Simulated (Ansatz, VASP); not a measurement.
# Os: VASP beside Ansatz

```xyz
2
Lattice="0.0000 2.6632 2.6632 2.6632 0.0000 2.6632 2.6632 2.6632 0.0000" Properties=species:S:1:pos:R:3 pbc="T T T"
Os    0.6658    0.6658    0.6658
Os    4.6605    4.6605    4.6605
```

Alike in both runs: task relaxation of cell and atoms; functional BLYP; k mesh 10 × 10 × 10; occupations fermi-dirac, width 0.1 eV; no spin polarisation.

|  | VASP | Ansatz |
| --- | --- | --- |
| version | VASP 6.6.1 | Ansatz 0.2.0 |
| potentials or method | VASP PAW PBE potentials, release 64 (Os), cutoff 600 eV | plane waves (420 eV) with PAW, scalar-relativistic |
| valence electrons in the cell | 16 | 32 |

|  | VASP | Ansatz | Ansatz less VASP |
| --- | --- | --- | --- |
| relaxed volume (Å³/atom) | 22.38 | 22.32 | -0.053 |
| relaxed length of the cell vector where the two differ most in proportion (Å) | 3.985 | 3.982 | -0.0032 |

VASP's potentials were made for PBE, not for BLYP. VASP's potentials hold 16 valence electrons a cell and Ansatz's 32, so a difference there can come from the potentials and not from the codes.

Neither program's run includes spin-orbit coupling. Noted on VASP's run: the volume moved by over 15 % at a fixed basis, so the end points are rough.
